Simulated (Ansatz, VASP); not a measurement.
B in VASP and in Ansatz

```xyz
6
Lattice="1.7412 -2.3215 0.0000 1.7412 2.3215 0.0000 -0.8219 0.0000 5.3020" Properties=species:S:1:pos:R:3 pbc="T T T"
B     0.9439   -0.9037    4.7027
B     0.9046   -0.9365    1.0552
B     0.9439    0.9037    4.7027
B    -0.1564    0.0000    2.0224
B    -0.1180    0.0000    3.6935
B     0.9046    0.9365    1.0552
```

Change from the starting cell: the structure that the rattled cell fell into.

Alike in both runs: task relaxation of cell and atoms; functional PBE; k mesh 14 × 14 × 8; occupations gaussian, width 0.1 eV; no spin polarisation.

```csv
,VASP,Ansatz
version,VASP 6.6.1,Ansatz 0.2.0
potentials or method,"VASP PAW PBE potentials, release 64 (B), cutoff 600 eV","scalar-relativistic, plane waves, PAW"
valence electrons in the cell,18,18
```

Ansatz gave:

| Property | Result |
| --- | --- |
| gap on the k mesh at the Fermi level, each at its own relaxed structure (eV) | none |
| relaxed volume (Å³/atom) | 7.15 |
| relaxed cell length with the largest relative difference (Å) | 5.374 |

Question: Estimate VASP's values.

Answer: gap on the k mesh at the Fermi level, each at its own relaxed structure (eV): none; relaxed volume (Å³/atom): 7.15; relaxed cell length with the largest relative difference (Å): 5.373.

A gap of «none» marks a metal or a gap that the smearing closes.
